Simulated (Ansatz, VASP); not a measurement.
## Two plane-wave programs on KSiSe3

```xyz
10
Lattice="6.9083 0.0000 0.0000 0.0000 6.9083 0.0000 0.0000 0.0000 5.1812" Properties=species:S:1:pos:R:3 pbc="T T T"
K     0.0000    3.4542    2.5906
K     3.4542    0.0000    2.5906
Si    3.4542    3.4542    0.0000
Si    0.0000    0.0000    0.0000
Se    5.5074    2.0532    0.0000
Se    4.8551    5.5074    0.0000
Se    3.4542    3.4542    2.5906
Se    1.4010    4.8551    0.0000
Se    2.0532    1.4010    0.0000
Se    0.0000    0.0000    2.5906
```

Alike in both runs: functional PBE; k mesh 4 × 4 × 4; occupations gaussian, width 0.1 eV; no spin polarisation.

Ansatz relaxed the structure, and its values are those at the end. VASP's run is a single point on that final structure, the one shown.

|  | VASP | Ansatz |
| --- | --- | --- |
| version | VASP 6.6.1 | Ansatz 0.2.0 |
| potentials or method | VASP PAW PBE potentials, release 64 (K_sv, Si, Se), cutoff 520 eV | scalar-relativistic, plane waves, PAW |
| valence electrons in the cell | 62 | 122 |

```tsv
	VASP	Ansatz	Ansatz less VASP
gap on the k mesh at the Fermi level (eV)	none	none	-
pressure (GPa)	0.2	0.1	-0.09
```

A gap of «none» marks a metal or a gap that the smearing closes. VASP's potentials hold 62 valence electrons a cell and Ansatz's 122, so a difference there can come from the potentials and not from the codes.
